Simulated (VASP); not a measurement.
# CuSi16 (a cell with a defect) in VASP: notebook

The runs below take CuSi16 (a cell with a defect) through single point, with r2SCAN+D3(BJ).

All numbers are computed with VASP 6.6.1; they aren't measurements. Logs are shortened: lines on timing, memory, paths and dates and some standing lists are left out, and cuts for length are marked.

### Step 1. The cell of the first run

The cell holds a defect, 17 atoms: a = 7.679 Å, b = 7.679 Å, c = 7.679 Å, α = 60.00°, β = 60.00°, γ = 60.00°.

### Step 2. Single point, r2SCAN+D3(BJ)

Input file POSCAR:

```
CuSi16
1.0
    0.0000000000      5.4300000000      5.4300000000
    5.4300000000      0.0000000000      5.4300000000
    5.4300000000      5.4300000000      0.0000000000
Si Cu
16 1
Direct
    0.0225822284     -0.0072011971     -0.0074435543
    0.1314650092      0.1235891344      0.1260429098
   -0.0063405157      0.0096860037      0.4983456722
    0.1309348987      0.1235534991      0.6197466851
   -0.0029733886      0.4974739411      0.0081848066
    0.1317091160      0.6185604972      0.1249802026
   -0.0025687845      0.4973912523      0.4972474217
    0.0947824125      0.6348232965      0.6354260589
    0.5032236648      0.0081304788      0.0008895948
    0.6516508287      0.1124290976      0.1190209945
    0.5025143646      0.0071845304      0.4892604052
    0.6203490792      0.1468789134      0.6171255064
    0.5037564457      0.4855448435      0.0047557090
    0.6242750460      0.6163829650      0.1389923573
    0.4660761510      0.5187673112      0.5069439227
    0.6245674954      0.6152255064      0.6205503683
    0.6279192449      0.7930028545      0.7894236648
```

Input file INCAR.step1:

```
SYSTEM = CuSi16
ALGO = Normal ; EDIFF = 1E-4
ENCUT = 520 ; GGA = PE
ISMEAR = 0 ; LASPH = .True.
LCHARG = .False. ; LREAL = Auto
LWAVE = .True. ; NBANDS = 52
NELECT = 74.0 ; NELM = 100
PREC = Accurate ; SIGMA = 0.02
```

Input file INCAR.step2:

```
SYSTEM = CuSi16
ALGO = Normal ; EDIFF = 1E-7
ENCUT = 520 ; ISIF = 2
ISMEAR = 0 ; ISTART = 1
IVDW = 12 ; LASPH = .True.
LCHARG = .False. ; LMIXTAU = .True.
LREAL = Auto ; LWAVE = .False.
METAGGA = R2SCAN ; NBANDS = 52
NELECT = 74.0 ; NELM = 100
PREC = Accurate ; SIGMA = 0.02
VDW_A1 = 0.49484001 ; VDW_A2 = 5.73083694
VDW_S6 = 1.0 ; VDW_S8 = 0.78981345
```

Input file KPOINTS:

```
k-points
0
Gamma
  2 2 2
  0 0 0
```

Potentials or basis: VASP PAW PBE potentials, release 64 (Si, Cu).

Run with:

```sh
> cat potpaw_PBE.64/Si/POTCAR potpaw_PBE.64/Cu/POTCAR > POTCAR
> cp INCAR.step1 INCAR
> mpirun -np 1 vasp_std > vasp.out
> cp INCAR.step2 INCAR
> mpirun -np 1 vasp_std > vasp.out
```

OUTCAR:

```text
SYSTEM = CuSi16
   EDIFF = 1E-7
   ENCUT = 520
   ISIF = 2
   ISMEAR = 0
   ISTART = 1
   IVDW = 12
   LASPH = .True.
   LREAL = Auto
   METAGGA = R2SCAN
   NELECT = 74.0
   NELM = 100
   PREC = Accurate
 IVDW          = 12

 ion  position               nearest neighbor table
   1  0.023  0.993  0.993-  10 2.33   4 2.34   2 2.34   6 2.35
   2  0.131  0.124  0.126-   9 2.33   3 2.34   1 2.34   5 2.35
   3  0.994  0.010  0.498-   2 2.34   4 2.34  12 2.34   8 2.36
   4  0.131  0.124  0.620-  11 2.33   3 2.34   1 2.34   7 2.34
   5  0.997  0.497  0.008-   6 2.34  14 2.34   8 2.34   2 2.35
   6  0.132  0.619  0.125-  13 2.33   7 2.34   5 2.34   1 2.35
   7  0.997  0.497  0.497-   6 2.34  16 2.34   4 2.34   8 2.35
   8  0.095  0.635  0.635-  15 2.33   5 2.34   7 2.35   3 2.36  17 2.93
   9  0.503  0.008  0.001-   2 2.33  10 2.33  12 2.41  17 2.41  14 2.46
  10  0.652  0.112  0.119-   1 2.33  11 2.33   9 2.33  13 2.34
  11  0.503  0.007  0.489-  10 2.33   4 2.33  17 2.41  12 2.42  16 2.46
  12  0.620  0.147  0.617-  17 2.34  15 2.34   3 2.34   9 2.41  11 2.42
  13  0.504  0.486  0.005-   6 2.33  10 2.34  16 2.41  14 2.42  17 2.45
  14  0.624  0.616  0.139-  17 2.32  15 2.32   5 2.34  13 2.42   9 2.46
  15  0.466  0.519  0.507-  14 2.32  16 2.32   8 2.33  12 2.34
  16  0.625  0.615  0.621-  17 2.32  15 2.32   7 2.34  13 2.41  11 2.46
  17  0.628  0.793  0.789-  14 2.32  16 2.32  12 2.34  11 2.41   9 2.41  13 2.45   8 2.93

  LATTYP: Found a face centered cubic cell.
 ALAT       =    10.8600000000

  Lattice vectors:

 A1 = (   0.0000000000,   5.4300000000,   5.4300000000)
 A2 = (   5.4300000000,   0.0000000000,   5.4300000000)
 A3 = (   5.4300000000,   5.4300000000,   0.0000000000)

Analysis of symmetry for initial positions (statically):
=====================================================================
 Subroutine PRICEL returns:
 Original cell was already a primitive cell.

 Routine SETGRP: Setting up the symmetry group for a
 face centered cubic supercell.

 Subroutine GETGRP returns: Found  1 space group operations
 (whereof  1 operations were pure point group operations)
 out of a pool of 48 trial point group operations.

The static configuration has the point symmetry C_1 .

Analysis of symmetry for dynamics (positions and initial velocities):
=====================================================================
 Subroutine PRICEL returns:
 Original cell was already a primitive cell.

 Routine SETGRP: Setting up the symmetry group for a
[... 125 lines left out ...]
   ISIF   =      2    stress and relaxation
   ISYM   =      2    0-nonsym 1-usesym 2-fastsym
   POTIM  = 0.5000    time-step for ionic-motion
   TEBEG  =    0.0;   TEEND  =   0.0 temperature during run
   PSTRESS=    0.0 pullay stress
   NELECT =      74.0000    total number of electrons
   NUPDOWN=      -1.0000    fix difference up-down
   EMIN   =  10.00;   EMAX   =-10.00  energy-range for DOS
   EFERMI =   0.00;   METHOD = LEGACY
   ISMEAR =     0;   SIGMA  =   0.02  broadening in eV -4-tet -1-fermi 0-gaus
   EFERMI_NEDOS =   21; number of points for ismear=-14 and -15
   IALGO  =     38    algorithm
   IMIX   =      4    mixing-type and parameters
     AMIX     =   0.40;   BMIX     =  1.00
     AMIX_MAG =   1.60;   BMIX_MAG =  1.00
  volume/ion in A,a.u.               =      18.84       127.11
  Fermi-wavevector in a.u.,A,eV,Ry     =   1.004636  1.898488 13.732283  1.009294
  Thomas-Fermi vector in A             =   2.137265
   LORBIT       =      0    0 simple, 1 ext, 2 COOP (PROOUT), +10 PAW based schemes
   METAGGA = R2SCAN    functional components
   LHFCALC =     F    Hartree Fock is set to
   AEXX    =    0.0000 exact exchange contribution
   IVDW    =    12    specifies the selected vdW correction
   LEPSILON=     F    determine dielectric tensor
   LRPA    =     F    only Hartree local field effects (RPA)
 non-spin polarized calculation
 Gauss-broadening in eV      SIGMA  =   0.02
  energy-cutoff  :      520.00
  volume of cell :      320.21
 maximum number of plane-waves:      8646
 NGX is ok and might be reduce to    60
   NGX = 29   NGY = 29   NGZ = 29

 number of electron      73.9999999 magnetization

 Free energy of the ion-electron system (eV)
  ---------------------------------------------------
  ext. energy  EPLUGINS =         0.00000000
  ---------------------------------------------------
  free energy    TOTEN  =      -154.93230612 eV

  energy without entropy =     -154.93230612  energy(sigma->0) =     -154.93230612

 E-fermi :   6.3698     XC(G=0): -10.0828

 val. band max:        6.2922432830   @ k =   0.0000   0.0000   0.0000
 cond. band min:       6.4473806825   @ k =   0.0000   0.0000   0.0000
 fundamental gap:      0.1551373995
 Fermi energy:         6.3698158452

 k-point     1 :       0.0000    0.0000    0.0000
  band No.  band energies     occupation
      1      -6.5612      2.00000
      2      -4.0937      2.00000
      3      -4.0615      2.00000
      4      -4.0337      2.00000
      5      -4.0037      2.00000
      6      -2.4386      2.00000
[... 405 lines left out ...]
     48      10.6789      0.00000
     49      10.7107      0.00000
 [bands above 49 left out]

------------------------ aborting loop because EDIFF is reached ----------------------------------------

 Edisp (eV)   -2.66403

 E8    (eV) :    -0.8491

  FORCE on cell =-STRESS in cart. coord.  units (eV):
  Direction    XX          YY          ZZ          XY          YZ          ZX
  --------------------------------------------------------------------------------------
  -------------------------------------------------------------------------------------
  Total      -6.48885    -6.30477    -7.03353     0.52182     0.27173    -0.51309
  in kB     -32.46751   -31.54645   -35.19286     2.61097     1.35965    -2.56729
  external pressure =      -33.07 kB  Pullay stress =        0.00 kB

 VOLUME and BASIS-vectors are now :
 -----------------------------------------------------------------------------
  energy-cutoff  :      520.00
  volume of cell :      320.21
      direct lattice vectors                 reciprocal lattice vectors
     0.000000000  5.430000000  5.430000000    -0.092081031  0.092081031  0.092081031
     5.430000000  0.000000000  5.430000000     0.092081031 -0.092081031  0.092081031
     5.430000000  5.430000000  0.000000000     0.092081031  0.092081031 -0.092081031

 POSITION                                       TOTAL-FORCE (eV/Angst)
 -----------------------------------------------------------------------------------
     10.78048      5.51220      5.51352         0.005078      0.002076     -0.007613
      1.35550      1.39827      1.38494        -0.004782      0.002383      0.000126
      2.75861      8.10159      5.44817         0.015690     -0.007418      0.014059
      4.03612      4.07620      1.38187        -0.008289     -0.000856     -0.000888
      2.74573      5.45830      8.11514         0.009645      0.015685      0.003843
      4.03743      1.39382      4.07396        -0.005511     -0.002080      0.000773
[... 9 lines left out ...]
      6.71026      6.76099      6.73208         0.017964     -0.009786     -0.006623
      8.59258      7.69617      7.71561        -0.009987      0.010823      0.054232
 -----------------------------------------------------------------------------------
    total drift:                               -0.001818     -0.003815      0.001660

  FREE ENERGIE OF THE ION-ELECTRON SYSTEM (eV)
  ---------------------------------------------------
  free  energy   TOTEN  =      -157.5963333244 eV

  energy  without entropy=     -157.5963333236  energy(sigma->0) =     -157.59633332
```

OSZICAR.step1:

```text
N       E                     dE             d eps       ncg     rms          rms(c)
DAV:   1     0.327123093942E+03    0.32712E+03   -0.27649E+04   832   0.124E+03
DAV:   2    -0.564477811431E+02   -0.38357E+03   -0.35767E+03   868   0.240E+02
DAV:   3    -0.960499363313E+02   -0.39602E+02   -0.37635E+02  1112   0.785E+01
DAV:   4    -0.979689701985E+02   -0.19190E+01   -0.18987E+01  1168   0.181E+01
DAV:   5    -0.980549788908E+02   -0.86009E-01   -0.85836E-01  1192   0.345E+00    0.220E+01
DAV:   6    -0.101825490577E+03   -0.37705E+01   -0.12801E+02  1172   0.188E+02    0.179E+01
DAV:   7    -0.946556920823E+02    0.71698E+01   -0.38810E+01  1160   0.743E+01    0.898E+00
DAV:   8    -0.962152727820E+02   -0.15596E+01   -0.23886E+01  1280   0.102E+02    0.138E+01
DAV:   9    -0.941186799546E+02    0.20966E+01   -0.13907E+01  1276   0.595E+01    0.159E+00
DAV:  10    -0.941982385593E+02   -0.79559E-01   -0.10631E+00  1304   0.768E+00    0.994E-01
DAV:  11    -0.942027150933E+02   -0.44765E-02   -0.26457E-02  1320   0.169E+00    0.980E-01
DAV:  12    -0.941994801804E+02    0.32349E-02   -0.22375E-02  1424   0.319E+00    0.261E-01
DAV:  13    -0.942037601405E+02   -0.42800E-02   -0.33037E-02  1336   0.432E+00    0.514E-01
DAV:  14    -0.942002761618E+02    0.34840E-02   -0.12682E-02  1336   0.212E+00    0.221E-01
DAV:  15    -0.941995634079E+02    0.71275E-03   -0.28082E-03  1312   0.113E+00    0.856E-02
DAV:  16    -0.941995711415E+02   -0.77335E-05   -0.57935E-04   872   0.101E-01
   1 F= -.94199571E+02 E0= -.94199571E+02  d E =-.828824E-07
```

Wall time 17 min (1 thread of AMD EPYC 9R45 (Zen 5), shared host); peak memory 0.55 GiB.

What came out:

| Item | Value |
| --- | --- |
| Free energy | -157.5963 eV |
| Largest force | 0.056 eV/Å |
| Dispersion energy per atom | -0.157 eV |

Forces in eV/Å, atoms in the order of the input:
```
Si   0.005  0.002 -0.008
Si  -0.005  0.002  0.000
Si   0.016 -0.007  0.014
Si  -0.008 -0.001 -0.001
Si   0.010  0.016  0.004
Si  -0.006 -0.002  0.001
Si  -0.008 -0.006 -0.002
Si  -0.011  0.001 -0.011
Si   0.017  0.029 -0.018
Si   0.000 -0.021 -0.018
Si  -0.008 -0.001 -0.002
Si  -0.009 -0.025  0.008
Si   0.018  0.014 -0.001
Si  -0.010 -0.032 -0.015
Si  -0.009  0.030  0.001
Si   0.018 -0.010 -0.007
Cu  -0.010  0.011  0.054
```

Caveat: the k points lie up to 0.50 Å⁻¹ apart; the cell carries a net charge on a neutralising background, which shifts energy and pressure; the cell is charged against a uniform background, so pressure and absolute levels hang on convention; the PAW data sets were made with another functional, which shifts forces and pressure a little.

### Step 3. Single point, r2SCAN+D3(BJ)

Input file POSCAR:

```
CuSi16
1.0
    0.0000000000      5.4300000000      5.4300000000
    5.4300000000      0.0000000000      5.4300000000
    5.4300000000      5.4300000000      0.0000000000
Si Cu
16 1
Direct
    0.0114913444     -0.0079276243     -0.0015861878
    0.1296622468      0.1180278085      0.1266581952
   -0.0070405157      0.0083475138      0.4994922652
    0.1296282689      0.1179715470      0.6260310313
    0.0016513812      0.4924267035      0.0083198895
    0.1319552486      0.6182449355      0.1250274401
    0.0015992634      0.4923779006      0.4978563536
    0.1034162063      0.6291469613      0.6338379374
    0.5019473297      0.0067079190     -0.0031834254
    0.6401846225      0.1147129834      0.1226693370
    0.5018466851      0.0066918048      0.4946706262
    0.6177798343      0.1521930939      0.6151886740
    0.5048990792      0.4895850829      0.0027219153
    0.6273612339      0.6174319521      0.1324988029
    0.4745334254      0.5237767035      0.5006879374
    0.6272758748      0.6171631676      0.6227300184
    0.6872638122      0.7849203499      0.7635859116
```

Input file INCAR.step1:

```
SYSTEM = CuSi16
  PREC = Accurate
  ENCUT = 520
  ISMEAR = 0
  SIGMA = 0.02
  LREAL = Auto
  LASPH = .True.
  NELM = 100
  NBANDS = 52
  NELECT = 74.0
  GGA = PE
  ALGO = Normal
  EDIFF = 1E-4
  LWAVE = .True.
  LCHARG = .False.
```

Input file INCAR.step2:

```
SYSTEM = CuSi16
  PREC = Accurate
  ENCUT = 520
  EDIFF = 1E-6
  ISMEAR = 0
  SIGMA = 0.02
  LREAL = Auto
  LASPH = .True.
  NELM = 100
  ALGO = Normal
  ISIF = 2
  LWAVE = .False.
  LCHARG = .False.
  METAGGA = R2SCAN
  LMIXTAU = .True.
  IVDW = 12
  VDW_S6 = 1.0
  VDW_S8 = 0.78981345
  VDW_A1 = 0.49484001
  VDW_A2 = 5.73083694
  NBANDS = 52
  NELECT = 74.0
  ISTART = 1
```

Input file KPOINTS:

```
Automatic mesh
0
Gamma
  2 2 2
  0 0 0
```

Potentials or basis: VASP PAW PBE potentials, release 64 (Si, Cu).

Run with:

```sh
> cat potpaw_PBE.64/Si/POTCAR potpaw_PBE.64/Cu/POTCAR > POTCAR
> cp INCAR.step1 INCAR
> mpirun -np 1 vasp_std > vasp.out
> cp INCAR.step2 INCAR
> mpirun -np 1 vasp_std > vasp.out
```

It took 16 min on 1 thread of AMD EPYC 9R45 (Zen 5), shared host; peak memory 0.55 GiB.

Results (log left out):

```yaml
Free_energy: -157.5920 eV
Largest_force: 0.029 eV/Å
Dispersion_energy_per_atom: -0.157 eV
```

Forces on the atoms (eV/Å):
```
Si  -0.006  0.003  0.008
Si   0.002  0.007  0.010
Si   0.005 -0.004  0.017
Si  -0.007 -0.004  0.010
Si   0.011  0.008  0.006
Si  -0.006  0.006  0.009
Si  -0.008 -0.011  0.007
Si  -0.002 -0.002 -0.016
Si   0.011  0.026 -0.002
Si   0.003 -0.006  0.006
Si  -0.022 -0.004 -0.001
Si   0.000 -0.012  0.001
Si  -0.004  0.006  0.001
Si   0.012 -0.008 -0.009
Si  -0.010  0.013 -0.023
Si   0.009 -0.017 -0.005
Cu   0.011 -0.001 -0.018
```

Levels at points of the mesh, in eV from the Fermi level:
```csv
k point,band 34,band 35,band 36,band 37,band 38,band 39,band 40,band 41
"(0.00, 0.00, 0.00)",-0.99,-0.52,-0.20,-0.11,0.12,0.66,0.79,0.81
"(0.50, 0.00, 0.00)",-0.96,-0.93,-0.73,-0.56,0.70,1.27,1.56,1.59
"(0.00, 0.50, 0.00)",-1.00,-0.93,-0.85,-0.84,0.68,1.39,1.52,1.56
"(0.00, 0.00, 0.50)",-0.98,-0.90,-0.87,-0.77,0.76,1.32,1.50,1.54
"(0.50, 0.50, 0.50)",-0.98,-0.90,-0.87,-0.78,0.75,1.32,1.50,1.54
"(0.50, 0.50, 0.00)",-1.58,-1.58,-1.50,-1.12,0.85,1.20,2.27,2.32
"(0.00, 0.50, 0.50)",-1.63,-1.54,-1.50,-1.08,0.84,1.21,2.26,2.33
"(0.50, 0.00, 0.50)",-1.63,-1.54,-1.50,-1.08,0.84,1.21,2.26,2.34
```

Caveat: the k points lie up to 0.50 Å⁻¹ apart; the cell carries a net charge on a neutralising background, which shifts energy and pressure; the cell is charged against a uniform background, so pressure and absolute levels hang on convention; the PAW data sets were made with another functional, which shifts forces and pressure a little.

(Continued in part 2 of 2.)
